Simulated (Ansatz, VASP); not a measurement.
**Y: VASP beside Ansatz**

```
Y
1.0
     3.65150    0.00000    0.00000
    -1.82575    3.16229   -0.04743
     0.00000   -0.08621    5.74740
Y
2
Direct
  0.33333 0.66667 0.25000
  0.66667 0.33333 0.75000
```

Change from the starting cell: strain -0.0300 x Voigt [0, 0, 0, 1, 0, 0], atoms carried along.

Alike in both runs: task single point; functional PBEsol; k mesh 18 × 18 × 8; occupations gaussian, width 0.15 eV; no spin polarisation.

|  | VASP | Ansatz |
| --- | --- | --- |
| version | VASP 6.6.1 | Ansatz 0.2.0 |
| potentials or method | VASP PAW PBE potentials, release 64 (Y_sv), cutoff 520 eV | scalar-relativistic, plane waves, PAW |
| valence electrons in the cell | 22 | 22 |

|  | VASP | Ansatz | Ansatz less VASP |
| --- | --- | --- | --- |
| gap on the k mesh at the Fermi level (eV) | none | none | - |
| pressure (GPa) | -2.3 | -2.2 | +0.10 |
| traceless stress, the component that is largest in VASP (GPa) | 0.70 | 0.70 | -0.001 |

VASP's potentials were made for PBE, not for PBEsol. A gap of «none» marks a metal or a gap that the smearing closes.
